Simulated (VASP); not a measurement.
Write the native input for VASP 6.6.1 that does the following.

```
Task                   : relaxation of cell and atoms
Functional             : PBE
Potentials or basis    : VASP PAW PBE potentials, release 64 (Hf_pv, N)
Cutoff                 : 600 eV
k mesh                 : 6 × 6 × 8
Occupations            : gaussian, width 0.1 eV
Spin                   : no spin polarisation
Dipole correction      : no
Further INCAR settings : ALGO = Normal; EDIFF = 1e-06; IBRION = 2; EDIFFG = -0.01; NSW = 100; ISIF = 3
```

The structure of Hf3N lies in POSCAR:

```
Hf3N
1.0
    5.8027904253      0.0000000000      0.0000000000
   -2.9013952126      5.0253639211      0.0000000000
    0.0000000000      0.0000000000      4.8392862753
Hf N
6 2
Direct
    0.8292642781      0.6585285561      0.2500000000
    0.1707357219      0.8292642781      0.7500000000
    0.3414714439      0.1707357219      0.2500000000
    0.1707357219      0.3414714439      0.7500000000
    0.8292642781      0.1707357219      0.2500000000
    0.6585285561      0.8292642781      0.7500000000
    0.3333333333      0.6666666667      0.2500000000
    0.6666666667      0.3333333333      0.7500000000
```

One way to write it, as run:

INCAR

```
SYSTEM = Hf3N
PREC = Accurate
ENCUT = 600
EDIFF = 1E-6
ISMEAR = 0
SIGMA = 0.1
LREAL = .FALSE.
LASPH = .TRUE.
NELM = 100
ALGO = Normal
ISIF = 3
LWAVE = .FALSE.
LCHARG = .FALSE.
GGA = PE
IBRION = 2
NSW = 100
EDIFFG = -0.01
```

KPOINTS

```
Automatic mesh
0
G
  6 6 8
  0 0 0
```

Potentials or basis: VASP PAW PBE potentials, release 64 (Hf_pv, N).

Command:

```sh
$ cat potpaw_PBE.64/Hf_pv/POTCAR potpaw_PBE.64/N/POTCAR > POTCAR
$ mpirun -np 1 vasp_std > vasp.out
```

It gave:

- Relaxed volume: 17.48 Å³/atom
- Relaxed cell: a = 5.729 Å, b = 5.729 Å, c = 4.921 Å, α = 90.00°, β = 90.00°, γ = 120.00°
- Space group after relaxing (to 0.05 Å): P6_3/mmc (No. 194)
- Energy gained by relaxing: 4.4 meV/atom
- Ionic steps: 8
- Pressure after relaxing: 0.0 GPa
- Band gap on the k mesh: zero (band 35 reaches 5.94 eV, above the bottom of band 36 at 4.22 eV)

Caveat: spin-orbit coupling is left out, which moves the levels of the heavy elements.

Run time: 17 min on 1 thread of AMD EPYC 9R45 96-Core Processor (Zen 5), with other jobs on the host, peak memory 0.4 GiB.
